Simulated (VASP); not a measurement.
The system is AlN.

```xyz
6
Lattice="3.5222 0.0000 0.0000 0.0000 4.8871 0.0000 -1.4234 0.0000 3.2218" Properties=species:S:1:pos:R:3 pbc="T T T"
Al    1.0494    3.9520    1.6109
Al    1.0494    0.9351    1.6109
Al    1.7611    1.5085    0.0000
N    -0.7117    1.5085    1.6109
N     1.7611    3.3787    0.0000
N    -0.7117    3.3787    1.6109
```

The cell was generated, and may not be a known phase.

```yaml
Program: VASP 6.6.1
Task: relaxation of cell and atoms
Functional: PBE
Potentials_or_basis: VASP PAW PBE potentials, release 64 (Al, N)
Cutoff: 600 eV
k_mesh: 6 × 4 × 6
Occupations: gaussian, width 0.1 eV
Spin: no spin polarisation
```

At the start: pressure 94.2 GPa; volume 9.24 Å³/atom.

**Question.** How do energy, volume and symmetry change on relaxing?

**Answer.** Over 29 steps the energy falls by 2082.4 meV/atom and the volume is 12.34 Å³/atom (+33.5 %); space group P2 (No. 3, to 0.1 Å) before and after.

The path:
```tsv
step	energy change (eV)	largest force (eV/Å)	pressure (GPa)	volume (Å³)
1	0.0000	11.0793	94.20	55.46
2	-7.5215	0.9197	-18.05	109.63
3	-9.3915	2.1781	-1.19	83.78
4	-9.3915	2.1249	-2.36	84.78
5	-9.9593	1.5433	-1.02	83.69
6	-10.2836	1.1662	2.08	82.07
7	-10.6288	1.6618	-3.47	83.67
8	-10.6438	1.9219	-4.83	84.06
9	-10.8834	1.6158	-3.22	81.75
10	-10.9469	1.4735	-2.17	80.22
11	-11.2212	2.0464	2.80	77.95
12	-11.3125	1.8545	8.10	76.02
13	-11.4093	1.7265	8.35	75.98
14	-11.5288	2.4180	9.66	75.80
15	-11.7525	2.3619	5.06	77.10
16	-11.9841	2.1290	-5.96	80.96
17	-11.9937	2.2027	-4.08	80.20
18	-12.1472	1.7815	-4.94	79.70
19	-12.3795	0.4309	-6.14	78.24
20	-12.3905	0.4839	-6.15	77.85
21	-12.4631	0.4239	-1.91	75.36
22	-12.4723	0.4492	0.29	74.20
23	-12.4850	0.2325	0.20	74.13
24	-12.4877	0.2042	0.16	74.09
25	-12.4910	0.1269	-0.04	74.14
26	-12.4929	0.0901	-0.31	74.22
27	-12.4937	0.0416	0.06	74.07
28	-12.4938	0.0490	0.23	73.99
29	-12.4942	0.0271	0.07	74.06
```

Final structure:
```
Al N
1.0
     3.13866    0.00000   -0.32393
     0.00000    7.16251    0.00000
    -1.58511    0.00000    3.45780
Al N
3 3
Cartesian
  0.7768 5.5861 1.5669
  0.7768 0.9368 1.5669
  1.5693 3.2433 -0.1620
  2.3461 2.0043 1.4050
  1.5693 5.1688 -0.1620
  -0.7926 4.5483 1.7289
```

Caveat: the volume moved by over 15 % at a fixed basis, so the end points are rough.
